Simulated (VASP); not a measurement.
# Si8BMo4 (a cell with a defect) in VASP: notebook, part 2 of 2

VASP 6.6.1. Earlier steps stand in the parts before.

### 3 Single point, PBE

Input file INCAR:

```
PREC = Accurate
ENCUT = 520
EDIFF = 1E-7
ISMEAR = 1
SIGMA = 0.1
LREAL = F
LASPH = T
NELM = 100
ALGO = Normal
ISIF = 2
LWAVE = F
LCHARG = F
GGA = PE
NBANDS = 58
```

Input file KPOINTS:

```
Automatic mesh
0
Gamma
  4 4 3
```

Input file POSCAR:

```
Si8BMo4
1.0
    3.2169367600      3.2169367600      0.0000000000
   -3.2169367600      3.2169367600      0.0000000000
    0.0000000000      0.0000000000      7.8733419900
Si Mo B
8 4 1
Direct
    0.0023463374     -0.0019747136      0.6704953112
    0.0308490827      0.5310153605      0.1554386835
    0.4692655802     -0.0305033147      0.1554387016
    0.4979016305      0.5024678067      0.6705450038
    0.0309499155     -0.0306662796      0.3443462282
    0.0023762193      0.5025816702      0.8292649046
    0.4977931093     -0.0019806702      0.8292596055
    0.4692289701      0.5310830731      0.3443526431
    0.0010787837     -0.0007575507     -0.0018792632
    0.0010912513      0.5011511839      0.5016614401
    0.4991162702     -0.0007581240      0.5016614347
    0.4990324680      0.5013076424     -0.0018601848
   -0.2498989751      0.2502136900      0.2501117966
```

Potentials or basis: VASP PAW PBE potentials, release 64 (Si, Mo_sv, B).

Run with:

```console
$ cat potpaw_PBE.64/Si/POTCAR potpaw_PBE.64/Mo_sv/POTCAR potpaw_PBE.64/B/POTCAR > POTCAR
$ mpirun -np 1 vasp_std > vasp.out
```

OUTCAR:

```text
PREC = Accurate
   ENCUT = 520
   EDIFF = 1E-7
   ISMEAR = 1
   LREAL = F
   LASPH = T
   NELM = 100
   ISIF = 2
   GGA = PE

 ion  position               nearest neighbor table
   1  0.002  0.998  0.670-   5 2.57   7 2.58   6 2.58   9 2.58   7 2.61   6 2.61  11 2.62  10 2.62
                            10 2.65  11 2.65
   2  0.031  0.531  0.155-  13 1.95  12 2.47   9 2.47   5 2.49   8 2.49   6 2.57   9 2.72  12 2.72
                            10 2.73   3 2.82   8 2.96   5 2.96
[... 1691 lines left out ...]
 -----------------------------------------------------------------------------
  energy-cutoff  :      520.00
  volume of cell :      162.96
      direct lattice vectors                 reciprocal lattice vectors
     3.216936760  3.216936760  0.000000000     0.155427364  0.155427364  0.000000000
    -3.216936760  3.216936760  0.000000000    -0.155427364  0.155427364  0.000000000
     0.000000000  0.000000000  7.873341990     0.000000000  0.000000000  0.127010868

 POSITION                                       TOTAL-FORCE (eV/Angst)
 -----------------------------------------------------------------------------------
     -3.20304      3.21813      5.27904         0.008041     -0.001360      0.011484
     -1.60900      1.80748      1.22382        -0.000587     -0.009429     -0.005215
     -1.60921      4.62841      1.22382         0.000947      0.010116     -0.004730
     -0.01469      3.21813      5.27943        -0.009593     -0.000475      0.007146
     -3.01872      3.21785      2.71116        -0.007420      0.000021      0.005799
     -1.60913      1.62442      6.52909         0.000899      0.003016     -0.008497
     -1.60920      4.81193      6.52904         0.001420     -0.005393     -0.007838
     -0.19898      3.21794      2.71121         0.007514      0.000731      0.004973
     -3.21103      3.21797      7.85855         0.002766      0.000618      0.009004
     -1.60866      1.61568      3.94975        -0.002683      0.010778     -0.004895
     -1.60887      4.82012      3.94975        -0.000251     -0.008570     -0.005428
     -0.00732      3.21803      7.85870         0.000327      0.000201      0.006872
      1.60811      3.21795      1.96922        -0.001377     -0.000254     -0.008674
 -----------------------------------------------------------------------------------
    total drift:                                0.000021     -0.000029      0.000021

  FREE ENERGIE OF THE ION-ELECTRON SYSTEM (eV)
  ---------------------------------------------------
  free  energy   TOTEN  =       -96.6884978659 eV

  energy  without entropy=      -96.6877013624  energy(sigma->0) =      -96.68823236
```

OSZICAR:

```text
N       E                     dE             d eps       ncg     rms          rms(c)
DAV:   1     0.740999861584E+03    0.74100E+03   -0.48431E+04  3208   0.150E+03
DAV:   2    -0.635947130492E+02   -0.80459E+03   -0.78075E+03  3486   0.404E+02
DAV:   3    -0.101383241681E+03   -0.37789E+02   -0.36781E+02  3808   0.769E+01
DAV:   4    -0.102213076862E+03   -0.82984E+00   -0.82024E+00  3744   0.103E+01
DAV:   5    -0.102227619762E+03   -0.14543E-01   -0.14493E-01  3696   0.134E+00    0.459E+01
DAV:   6    -0.974504049948E+02    0.47772E+01   -0.38613E+01  3552   0.243E+01    0.105E+01
DAV:   7    -0.968768174004E+02    0.57359E+00   -0.84283E+00  3430   0.111E+01    0.103E+01
DAV:   8    -0.966966554527E+02    0.18016E+00   -0.65582E-01  3598   0.364E+00    0.184E+00
DAV:   9    -0.966892052500E+02    0.74502E-02   -0.83067E-02  3724   0.106E+00    0.536E-01
DAV:  10    -0.966887952177E+02    0.41003E-03   -0.63410E-03  3718   0.412E-01    0.267E-01
DAV:  11    -0.966887059125E+02    0.89305E-04   -0.37693E-03  3708   0.345E-01    0.145E-01
DAV:  12    -0.966885096555E+02    0.19626E-03   -0.94126E-04  3766   0.172E-01    0.389E-02
DAV:  13    -0.966885038507E+02    0.58047E-05   -0.10665E-04  3732   0.531E-02    0.267E-02
DAV:  14    -0.966884995692E+02    0.42816E-05   -0.24065E-05  3838   0.298E-02    0.138E-02
DAV:  15    -0.966884986402E+02    0.92901E-06   -0.36536E-06  3704   0.117E-02    0.624E-03
DAV:  16    -0.966884981023E+02    0.53784E-06   -0.38719E-07  3142   0.348E-03    0.203E-03
DAV:  17    -0.966884979054E+02    0.19693E-06   -0.62418E-08  2024   0.167E-03    0.720E-04
DAV:  18    -0.966884978659E+02    0.39463E-07   -0.20281E-08  1806   0.113E-03
   1 F= -.96688498E+02 E0= -.96688232E+02  d E =-.796504E-03
```

Wall time 6.8 min (1 thread of Intel Xeon 8259CL, shared host); peak memory 0.38 GiB.

What came out:

| Quantity | Value |
| --- | --- |
| Free energy | -96.6885 eV |
| Pressure | 11.6 GPa |
| Largest force | 0.014 eV/Å |
| Band gap on the k mesh | zero (an odd number of electrons rules out a gap without spin polarisation) |

Forces in eV/Å, atoms in the order of the input:
```
Si   0.008 -0.001  0.011
Si  -0.001 -0.009 -0.005
Si   0.001  0.010 -0.005
Si  -0.010  0.000  0.007
Si  -0.007  0.000  0.006
Si   0.001  0.003 -0.008
Si   0.001 -0.005 -0.008
Si   0.008  0.001  0.005
Mo   0.003  0.001  0.009
Mo  -0.003  0.011 -0.005
Mo   0.000 -0.009 -0.005
Mo   0.000  0.000  0.007
B   -0.001  0.000 -0.009
```

Stress tensor (GPa, compression positive):
```
12.41  0.00  0.00
 0.00 12.39  0.00
 0.00  0.00  9.91
```
